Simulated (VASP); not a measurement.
# Mg15O17 (a cell with a defect) in VASP: single point with PBE

Aim: the single point of Mg15O17 (a cell with a defect) with PBE.

Everything below comes from runs of VASP 6.6.1. Logs are shortened: lines on timing, memory, paths and dates and some standing lists are left out, and cuts for length are marked.

## (1) The cell of the first run

The cell holds a defect, 32 atoms: a = 7.367 Å, b = 7.367 Å, c = 7.367 Å, α = 109.47°, β = 109.47°, γ = 109.47°.

## (2) Single point, PBE

Input file INCAR:

```
SYSTEM = Mg15O17
PREC = Accurate
ENCUT = 620
EDIFF = 1E-6
ISMEAR = 0
SIGMA = 0.01
LREAL = Auto
LASPH = .True.
NELM = 120
ALGO = Normal
ISIF = 2
LWAVE = .False.
LCHARG = .False.
GGA = PE
NBANDS = 148
GGA_COMPAT = .False.
```

Input file KPOINTS:

```
Automatic mesh
0
Gamma
  2 2 2
  0.5 0.5 0.5
```

Input file POSCAR:

```
Mg15O17
1.0
    4.2535896552      4.2535896552      4.2535896552
    4.2535896552     -4.2535896552     -4.2535896552
   -4.2535896552      4.2535896552     -4.2535896552
O Mg
17 15
Direct
    0.7508734621      0.0875104687      0.3373934361
    0.4846114670      0.7318022237      0.2479905862
    0.7509147547      0.7393028109     -0.0108086976
    0.5040481569      0.4948241896      0.4978560370
   -0.0023199076      0.7416254847      0.7447215943
    0.7509446467      0.4957513093      0.2491741731
    0.2509439514      0.7489158978      0.4987438462
   -0.0022350664      0.4948300583     -0.0084292034
    0.5041387985      0.2480849575      0.7447427446
    0.7510685491      0.2506360111      0.5004065831
    0.2473840600      0.4957777816      0.7456173671
    0.4844917854     -0.0018569037     -0.0185047909
    0.0171992568      0.2644339809      0.2480530036
    0.2509242262      0.2489752916     -0.0011377507
    0.7509069761     -0.0007603258      0.7455638231
    0.0174414416     -0.0018187007      0.5144671373
    0.2544893585     -0.0007594600      0.2491214318
   -0.0069311097     -0.0046742650      0.0030936310
    0.7510074443      0.7508750154      0.4949265543
    0.2508621925     -0.0012397186      0.7487077109
   -0.0068482516      0.7532088479      0.2452435796
    0.4884851644     -0.0158784127      0.4964683541
    0.2567663104      0.7508587170      0.0006845709
    0.7509512395      0.5084251587      0.7582756289
    0.0134321675      0.5090781783      0.4964772501
    0.5087805712      0.7532029368      0.7608706651
    0.7509073274      0.2450315859      0.0006591756
    0.2509381953      0.4989611892      0.2488409819
    0.5087973074      0.5109977880      0.0030412815
    0.0134895718      0.2465880288      0.7589615072
    0.2451898346      0.2450321685      0.4949548895
    0.4884544753      0.2465757382      0.2339135974
```

Potentials or basis: VASP PAW PBE potentials, release 64 (O, Mg_sv).

On the command line:

```console
> cat potpaw_PBE.64/O/POTCAR potpaw_PBE.64/Mg_sv/POTCAR > POTCAR
> mpirun -np 1 vasp_std > vasp.out
```

OUTCAR:

```text
SYSTEM = Mg15O17
   PREC = Accurate
   ENCUT = 620
   EDIFF = 1E-6
   ISMEAR = 0
   LREAL = Auto
   LASPH = .True.
   NELM = 120
   ISIF = 2
   GGA = PE

 ion  position               nearest neighbor table
   1  0.751  0.088  0.337-  10 1.39
   2  0.485  0.732  0.248-  28 1.99  29 2.09  23 2.11  19 2.11  22 2.11
   3  0.751  0.739  0.989-  24 1.96  29 2.06  18 2.06  26 2.06  21 2.06
   4  0.504  0.495  0.498-  24 2.10  32 2.12
   5  0.998  0.742  0.745-  24 2.10  25 2.12
   6  0.751  0.496  0.249-  32 2.12  25 2.12  27 2.12
   7  0.251  0.749  0.499-  22 2.02  25 2.02  28 2.13  20 2.13
   8  0.998  0.495  0.992-  24 2.10  30 2.12
   9  0.504  0.248  0.745-  24 2.10  22 2.12
  10  0.751  0.251  0.500-   1 1.39
  11  0.247  0.496  0.746-  25 2.11  30 2.12  31 2.12
  12  0.484  0.998  0.981-  20 1.99  26 2.09  27 2.11  23 2.11  32 2.11
  13  0.017  0.264  0.248-  28 1.99  18 2.09  27 2.11  31 2.11  25 2.11
  14  0.251  0.249  0.999-  30 2.02  32 2.02  28 2.13
  15  0.751  0.999  0.746-  22 2.11  30 2.12  19 2.12
  16  0.017  0.998  0.514-  20 1.99  21 2.09  31 2.11  19 2.11  30 2.11
  17  0.254  0.999  0.249-  22 2.12  32 2.12  23 2.12
  18  0.993  0.995  0.003-   3 2.06  13 2.09
  19  0.751  0.751  0.495-  16 2.11   2 2.11  15 2.12
  20  0.251  0.999  0.749-  12 1.99  16 1.99   7 2.13
  21  0.993  0.753  0.245-   3 2.06  16 2.09
  22  0.488  0.984  0.496-   7 2.02   2 2.11  15 2.11  17 2.12   9 2.12
  23  0.257  0.751  0.001-   2 2.11  12 2.11  17 2.12
  24  0.751  0.508  0.758-   3 1.96   5 2.10   9 2.10   8 2.10   4 2.10
  25  0.013  0.509  0.496-   7 2.02  13 2.11  11 2.11   6 2.12   5 2.12
  26  0.509  0.753  0.761-   3 2.06  12 2.09
  27  0.751  0.245  0.001-  12 2.11  13 2.11   6 2.12
  28  0.251  0.499  0.249-   2 1.99  13 1.99   7 2.13  14 2.13
  29  0.509  0.511  0.003-   3 2.06   2 2.09
  30  0.013  0.247  0.759-  14 2.02  16 2.11  11 2.12  15 2.12   8 2.12
  31  0.245  0.245  0.495-  16 2.11  13 2.11  11 2.12
  32  0.488  0.247  0.234-  14 2.02  12 2.11   6 2.12  17 2.12   4 2.12

  LATTYP: Found a body centered cubic cell.
 ALAT       =     8.5071793104

  Lattice vectors:

 A1 = (   4.2535896552,   4.2535896552,   4.2535896552)
 A2 = (   4.2535896552,  -4.2535896552,  -4.2535896552)
 A3 = (  -4.2535896552,   4.2535896552,  -4.2535896552)

Analysis of symmetry for initial positions (statically):
=====================================================================
 Subroutine PRICEL returns:
 Original cell was already a primitive cell.

 Routine SETGRP: Setting up the symmetry group for a
 body centered cubic supercell.

 Subroutine GETGRP returns: Found  1 space group operations
 (whereof  1 operations were pure point group operations)
 out of a pool of 48 trial point group operations.

The static configuration has the point symmetry C_1 .

Analysis of symmetry for dynamics (positions and initial velocities):
=====================================================================
 Subroutine PRICEL returns:
 Original cell was already a primitive cell.

 Routine SETGRP: Setting up the symmetry group for a
 body centered cubic supercell.

 Subroutine GETGRP returns: Found  1 space group operations
 (whereof  1 operations were pure point group operations)
 out of a pool of 48 trial point group operations.

The dynamic configuration has the point symmetry C_1 .

 Subroutine INISYM returns: Found  1 space group operations
 (whereof  1 operations are pure point group operations),
 and found     1 'primitive' translations

----------------------------------------------------------------------------------------

                                     Primitive cell

  volume of cell :     307.8412

  direct lattice vectors                    reciprocal lattice vectors
     4.253589655  4.253589655  4.253589655     0.117547775  0.117547775  0.000000000
     4.253589655 -4.253589655 -4.253589655     0.117547775  0.000000000 -0.117547775
    -4.253589655  4.253589655 -4.253589655     0.000000000  0.117547775 -0.117547775

  length of vectors
     7.367433397  7.367433397  7.367433397     0.166237658  0.166237658  0.166237658

  position of ions in fractional coordinates (direct lattice)
     0.750873462  0.087510469  0.337393436
     0.484611467  0.731802224  0.247990586
     0.750914755  0.739302811  0.989191302
     0.504048157  0.494824190  0.497856037
     0.997680092  0.741625485  0.744721594
     0.750944647  0.495751309  0.249174173
[... 24 lines left out ...]
     0.245189835  0.245032169  0.494954890
     0.488454475  0.246575738  0.233913597

  ion indices of the primitive-cell ions
   primitive index   ion index
                 1           1
                 2           2
                 3           3
                 4           4
                 5           5
                 6           6
[... 24 lines left out ...]
                31          31
                32          32

----------------------------------------------------------------------------------------

 KPOINTS: Automatic mesh

Automatic generation of k-mesh.
 Grid dimensions read from file:
 generate k-points for:    2    2    2

 Generating k-lattice:

  Cartesian coordinates                     Fractional coordinates (reciprocal lattice)
     0.058773888  0.058773888  0.000000000     0.500000000  0.000000000  0.000000000
     0.058773888  0.000000000 -0.058773888     0.000000000  0.500000000  0.000000000
     0.000000000  0.058773888 -0.058773888     0.000000000  0.000000000  0.500000000

  Length of vectors
     0.083118829  0.083118829  0.083118829

  Shift w.r.t. Gamma in fractional coordinates (k-lattice)
     0.500000000  0.500000000  0.500000000

 Subroutine IBZKPT returns following result:
 ===========================================

 Found      4 irreducible k-points:

 Following reciprocal coordinates:
            Coordinates               Weight
  0.250000  0.250000  0.250000      2.000000
 -0.250000  0.250000  0.250000      2.000000
  0.250000 -0.250000  0.250000      2.000000
  0.250000  0.250000 -0.250000      2.000000
   k-points           NKPTS =      4   k-points in BZ     NKDIM =      4   number of bands    NBANDS=    148
   number of dos      NEDOS =    301   number of ions     NIONS =     32
   total plane-waves  NPLWV = 216000
   dimension x,y,z NGX =    60 NGY =   60 NGZ =   60
   dimension x,y,z NGXF=   120 NGYF=  120 NGZF=  120
   ions per type =              17  15
   NGX,Y,Z   is equivalent  to a cutoff of  13.54, 13.54, 13.54 a.u.
   NGXF,Y,Z  is equivalent  to a cutoff of  27.08, 27.08, 27.08 a.u.
 SYSTEM =  Mg15O17
   PREC   = accura    normal or accurate (medium, high low for compatibility)
   ISTART =      0    job   : 0-new  1-cont  2-samecut
   ICHARG =      2    charge: 1-file 2-atom 10-const
   ISPIN  =      1    spin polarized calculation?
   LNONCOLLINEAR =      F non collinear calculations
   LSORBIT =      F    spin-orbit coupling
   LASPH  =      T    aspherical Exc in radial PAW
   ENCUT  =  620.0 eV  45.57 Ry    6.75 a.u.  14.96 14.96 14.96*2*pi/ulx,y,z
   NELM   =    120;   NELMIN=  2; NELMDL= -5     # of ELM steps
   EDIFF  = 0.1E-05   stopping-criterion for ELM
   LREAL  =      T    real-space projection
   EDIFFG = 0.1E-04   stopping-criterion for IOM
   NSW    =      0    number of steps for IOM
   IBRION =     -1    ionic relax: 0-MD 1-quasi-New 2-CG
   NFREE  =      0    steps in history (QN), initial steepest desc. (CG)
   ISIF   =      2    stress and relaxation
   ISYM   =      2    0-nonsym 1-usesym 2-fastsym
   POTIM  = 0.5000    time-step for ionic-motion
   TEBEG  =    0.0;   TEEND  =   0.0 temperature during run
   PSTRESS=    0.0 pullay stress
   NELECT =     252.0000    total number of electrons
   NUPDOWN=      -1.0000    fix difference up-down
   EMIN   =  10.00;   EMAX   =-10.00  energy-range for DOS
   EFERMI =   0.00;   METHOD = LEGACY
   ISMEAR =     0;   SIGMA  =   0.01  broadening in eV -4-tet -1-fermi 0-gaus
   EFERMI_NEDOS =   21; number of points for ismear=-14 and -15
   IALGO  =     38    algorithm
   IMIX   =      4    mixing-type and parameters
     AMIX     =   0.40;   BMIX     =  1.00
     AMIX_MAG =   1.60;   BMIX_MAG =  1.00
  volume/ion in A,a.u.               =       9.62        64.92
  Fermi-wavevector in a.u.,A,eV,Ry     =   1.531438  2.893998 31.909776  2.345302
  Thomas-Fermi vector in A             =   2.638783
   LORBIT       =      0    0 simple, 1 ext, 2 COOP (PROOUT), +10 PAW based schemes
   GGA     = PE    functional components
   LHFCALC =     F    Hartree Fock is set to
   AEXX    =    0.0000 exact exchange contribution
   IVDW    =     0    specifies the selected vdW correction
   LEPSILON=     F    determine dielectric tensor
   LRPA    =     F    only Hartree local field effects (RPA)
 non-spin polarized calculation
 Gauss-broadening in eV      SIGMA  =   0.01
  energy-cutoff  :      620.00
  volume of cell :      307.84
 maximum number of plane-waves:     10825
   NGX = 29   NGY = 29   NGZ = 29

 number of electron     251.9999979 magnetization

 Free energy of the ion-electron system (eV)
  ---------------------------------------------------
  ext. energy  EPLUGINS =         0.00000000
  ---------------------------------------------------
  free energy    TOTEN  =      -184.20003599 eV

  energy without entropy =     -184.19943279  energy(sigma->0) =     -184.19973439

 E-fermi :   3.0779     XC(G=0): -11.1811

 val. band max:        3.0634772774   @ k =   0.2500  -0.2500   0.2500
 cond. band min:       3.0922814902   @ k =   0.2500  -0.2500   0.2500
 fundamental gap:      0.0288042128
 Fermi energy:         3.0778991482

 k-point     1 :       0.2500    0.2500    0.2500
  band No.  band energies     occupation
      1     -70.0318      2.00000
      2     -70.0301      2.00000
      3     -70.0294      2.00000
      4     -70.0289      2.00000
      5     -69.8188      2.00000
      6     -69.8169      2.00000
[... 130 lines left out ...]
    137      12.2499      0.00000
    138      12.2993      0.00000

 k-point     2 :      -0.2500    0.2500    0.2500
  band No.  band energies     occupation
      1     -70.0318      2.00000
      2     -70.0301      2.00000
      3     -70.0294      2.00000
      4     -70.0289      2.00000
      5     -69.8189      2.00000
      6     -69.8169      2.00000
[... 130 lines left out ...]
    137      11.4355      0.00000
    138      12.1464      0.00000

 k-point     3 :       0.2500   -0.2500    0.2500
  band No.  band energies     occupation
      1     -70.0318      2.00000
      2     -70.0301      2.00000
      3     -70.0294      2.00000
      4     -70.0289      2.00000
      5     -69.8189      2.00000
      6     -69.8169      2.00000
[... 130 lines left out ...]
    137      11.4831      0.00000
    138      12.1568      0.00000

 k-point     4 :       0.2500    0.2500   -0.2500
  band No.  band energies     occupation
      1     -70.0318      2.00000
      2     -70.0301      2.00000
      3     -70.0294      2.00000
      4     -70.0289      2.00000
      5     -69.8189      2.00000
      6     -69.8170      2.00000
[... 130 lines left out ...]
    137      11.4825      0.00000
    138      12.1566      0.00000
 [bands above 138 left out]

------------------------ aborting loop because EDIFF is reached ----------------------------------------

  FORCE on cell =-STRESS in cart. coord.  units (eV):
  Direction    XX          YY          ZZ          XY          YZ          ZX
  --------------------------------------------------------------------------------------
  -------------------------------------------------------------------------------------
  Total        6.2417466      6.2950615      2.0877683      0.0011926      0.0008139     -0.0038157
  in kB       32.4855294     32.7630099     10.8659101      0.0062072      0.0042360     -0.0198588
  external PRESSURE =      25.3714831 kB  Pullay stress =       0.0000000 kB

 VOLUME and BASIS-vectors are now :
 -----------------------------------------------------------------------------
  energy-cutoff  :      620.00
  volume of cell :      307.84
      direct lattice vectors                 reciprocal lattice vectors
     4.253589655  4.253589655  4.253589655     0.117547775  0.117547775  0.000000000
     4.253589655 -4.253589655 -4.253589655     0.117547775  0.000000000 -0.117547775
    -4.253589655  4.253589655 -4.253589655     0.000000000  0.117547775 -0.117547775

 POSITION                                       TOTAL-FORCE (eV/Angst)
 -----------------------------------------------------------------------------------
      2.13101      4.25681      1.38654        -0.000967      0.000457      0.344470
      4.11927      0.00340     -2.10630         0.031832      0.001586      0.013591
      2.13116      4.25701     -4.15822         0.003469      0.001527     -0.050799
      2.13112      2.15691     -2.07844         0.000880     -0.005144     -0.002768
      4.23055      4.25689     -2.07859         0.011371      0.001503     -0.000371
      4.24305      2.14537      0.02560         0.005150     -0.003875      0.022241
[... 24 lines left out ...]
     -0.02013      2.10601     -2.10466         0.002486      0.000076     -0.015105
      2.13154      2.02383      0.03388        -0.001313      0.018064     -0.007825
 -----------------------------------------------------------------------------------
    total drift:                                0.000774      0.003753      0.015248

  FREE ENERGIE OF THE ION-ELECTRON SYSTEM (eV)
  ---------------------------------------------------
  free  energy   TOTEN  =      -184.2000359885 eV

  energy  without entropy=     -184.1994327865  energy(sigma->0) =     -184.19973439
```

Run time: 4.9 min. Hardware: 1 thread of Intel Xeon 6975P-C (Granite Rapids), shared host; peak memory 0.54 GiB.

What came out:

* Free energy: -184.2000 eV
* Pressure: 2.5 GPa
* Largest force: 0.344 eV/Å
* Band gap on the k mesh: zero (bands 126 and 127 overlap by 0.08 eV)

Forces on the atoms (eV/Å):
```
O   -0.001  0.000  0.344
O    0.032  0.002  0.014
O    0.003  0.002 -0.051
O    0.001 -0.005 -0.003
O    0.011  0.002  0.000
O    0.005 -0.004  0.022
O   -0.003  0.000  0.001
O    0.001  0.007 -0.002
O   -0.008  0.000  0.001
O   -0.007 -0.003 -0.321
O    0.005  0.006  0.024
O   -0.002  0.039  0.015
O   -0.027 -0.001  0.017
O   -0.001  0.000  0.004
O   -0.001  0.004  0.020
O   -0.003 -0.038  0.017
O   -0.002 -0.003  0.017
Mg   0.005  0.000 -0.005
Mg  -0.004 -0.001 -0.014
Mg   0.005 -0.001 -0.024
Mg  -0.001  0.001 -0.004
Mg   0.019 -0.001 -0.006
Mg  -0.004 -0.001 -0.014
Mg  -0.002  0.000  0.027
Mg  -0.018 -0.001 -0.005
Mg  -0.001 -0.001 -0.005
Mg   0.002 -0.001 -0.015
Mg  -0.002  0.000 -0.014
Mg  -0.003 -0.001 -0.007
Mg  -0.001 -0.019 -0.008
Mg   0.002  0.000 -0.015
Mg  -0.001  0.018 -0.008
```

Levels at points of the mesh, in eV from the Fermi level:
| k point | band 124 | band 125 | band 126 | band 127 | band 128 | band 129 |
| --- | --- | --- | --- | --- | --- | --- |
| (0.25, 0.25, 0.25) | -0.64 | -0.57 | -0.04 | -0.04 | 4.74 | 6.54 |

Caveat: the k points lie up to 0.52 Å⁻¹ apart.

The gap in the log of VASP goes by the Fermi energy; the results here count the filled bands.